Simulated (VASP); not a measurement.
Set up this calculation in VASP 6.6.1, as the native input.

```
Task                   : single point
Functional             : LDA
Potentials or basis    : VASP PAW LDA potentials, release 64 (Mg_sv, O)
Cutoff                 : 750 eV
k mesh                 : 9 × 9 × 8
Occupations            : gaussian, width 0.05 eV
Spin                   : no spin polarisation
Dipole correction      : no
Mended                 : yes
Further INCAR settings : ALGO = Normal; EDIFF = 1e-06; NBANDS = 15
```

The structure of MgO lies in POSCAR:

```
MgO
1.0
    2.8498802763      0.0000000000      0.0000000000
   -1.4249401382      2.4680687170      0.0000000000
    0.0000000000      0.0000000000      2.6394848000
Mg O
1 1
Direct
    0.0000000000      0.0000000000      0.0000000000
    0.3333333333      0.6666666667      0.5000000000
```

This cell differs from its parent crystal: strain -0.030 along x and y, -0.015 along z.

One way to write it, as run:

INCAR

```
PREC = Accurate
ENCUT = 750
EDIFF = 1E-6
ISMEAR = 0
SIGMA = 0.05
LREAL = F
LASPH = T
NELM = 120
ALGO = Normal
ISIF = 2
LWAVE = F
LCHARG = F
NBANDS = 15
GGA_COMPAT = F
```

KPOINTS

```
Automatic mesh
0
Gamma
  9 9 8
```

Potentials or basis: VASP PAW LDA potentials, release 64 (Mg_sv, O).

Command:

```console
$ cat potpaw_LDA.64/Mg_sv/POTCAR potpaw_LDA.64/O/POTCAR > POTCAR
$ mpirun -np 1 vasp_std > vasp.out
```

Results of the run:

- Pressure: 1.0 GPa
- Band gap on the k mesh: 3.57 eV (least direct gap 4.08 eV)

Caveat: the cell differs from its parent crystal (strain -0.030 along x and y, -0.015 along z); an odd mesh through Γ misses points on the zone boundary, where band edges can lie.

Run time: 20 s on 1 thread of Intel(R) Xeon(R) Platinum 8259CL CPU @ 2.50GHz (Skylake/Cascade Lake), on a shared host, peak memory 0.15 GiB.
